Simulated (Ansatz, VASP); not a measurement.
## WS2 in VASP and in Ansatz

File INCAR:

```
SYSTEM = WS2
PREC = Accurate
ENCUT = 520
EDIFF = 1E-7
ISMEAR = -1
SIGMA = 0.025
LREAL = .FALSE.
LASPH = .TRUE.
NELM = 60
ALGO = Normal
ISIF = 2
LWAVE = .FALSE.
LCHARG = .TRUE.
LDIPOL = .TRUE.
IDIPOL = 3
DIPOL = 0.5 0.5 0.500
GGA = PS
LELF = .TRUE.
LVHAR = .TRUE.
LVACPOTAV = .TRUE.
NBANDS = 35
```

The input KPOINTS:

```
Automatic mesh
0
G
  9 9 1
  0 0 0
```

The input POSCAR:

```
WS2
1.0
    3.1476068077      0.0000000000      0.0000000000
   -1.5738034039      2.7259074566      0.0000000000
    0.0000000000      0.0000000000     24.5038647401
S W
4 2
Direct
    0.3333333333      0.6666666667      0.3060741675
    0.3333333333      0.6666666667      0.4339478745
    0.0000000000      0.0000000000      0.5660521255
    0.0000000000      0.0000000000      0.6939258325
    0.6666666667      0.3333333333      0.3700183493
    0.3333333333      0.6666666667      0.6299963073
```

Input for Ansatz:

```yaml
crystal:
  lattice:
    - [3.1476068077, 0.0, 0.0]
    - [-1.5738034039, 2.7259074566, 0.0]
    - [0.0, 0.0, 24.5038647401]
  atoms:
    - { symbol: S, position: [0.3333333333, 0.6666666667, 0.3060741675] }
    - { symbol: W, position: [0.6666666667, 0.3333333333, 0.3700183493] }
    - { symbol: S, position: [0.3333333333, 0.6666666667, 0.4339478745] }
    - { symbol: S, position: [0.0, 0.0, 0.5660521255] }
    - { symbol: W, position: [0.3333333333, 0.6666666667, 0.6299963073] }
    - { symbol: S, position: [0.0, 0.0, 0.6939258325] }
basis:
  ecutwfc: 420
kpoints:
  mp_grid: { grid: [9, 9, 1] }
hamiltonian:
  xc: pbesol
scf:
  occupations: { method: fermi_dirac, width: 0.025 }
output:
  forces: true
  stress: true
  eigenvalues: true
efield:
  axis: 3
  dipole_correction: true
  ramp_width: 0.04
```

Alike in both runs: task single point; functional PBEsol; k mesh 9 × 9 × 1; occupations fermi-dirac, width 0.025 eV; no spin polarisation.

|  | VASP | Ansatz |
| --- | --- | --- |
| version | VASP 6.6.1 | Ansatz 0.2.0 |
| potentials or method | VASP PAW PBE potentials, release 64 (S, W_sv), cutoff 520 eV | scalar-relativistic, plane waves, PAW |
| valence electrons in the cell | 52 | 52 |

Ansatz gave:

| Property | Result |
| --- | --- |
| gap on the k mesh at the Fermi level (eV) | 1.62 |
| least direct gap on the mesh (eV) | 1.89 |
| rms of the force components (eV/Å) | 0.005 |

Q: Estimate VASP's values.

A: gap on the k mesh at the Fermi level (eV): 1.63; least direct gap on the mesh (eV): 1.89; rms of the force components (eV/Å): 0.009.

VASP's potentials were made for PBE, not for PBEsol.

Spin-orbit coupling is off throughout.
